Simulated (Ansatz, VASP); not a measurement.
## Two plane-wave programs on Ga

```
CELL_PARAMETERS angstrom
2.76546 0.00000 0.00000
0.00000 2.76546 0.00000
0.00000 0.00000 5.31706
ATOMIC_POSITIONS crystal
Ga 0.50000 0.50000 0.25001
Ga 0.50000 0.50000 0.74999
```

Alike in both runs: functional PBE; k mesh 6 × 6 × 4; occupations gaussian, width 0.1 eV; no spin polarisation.

Ansatz relaxed the structure, and its values are those at the end. VASP's run is a single point on that final structure, the one shown.

|  | VASP | Ansatz |
| --- | --- | --- |
| version | VASP 6.6.1 | Ansatz 0.2.0 |
| potentials or method | VASP PAW PBE potentials, release 64 (Ga_d), cutoff 520 eV | scalar-relativistic, plane waves, PAW |
| valence electrons in the cell | 26 | 26 |

```csv
,VASP,Ansatz,Ansatz less VASP
gap on the k mesh at the Fermi level (eV),none,none,-
pressure (GPa),0.1,0.0,-0.10
```

A gap of «none» marks a metal or a gap that the smearing closes.

The k mesh is coarse, so the values compare programs but aren't converged.
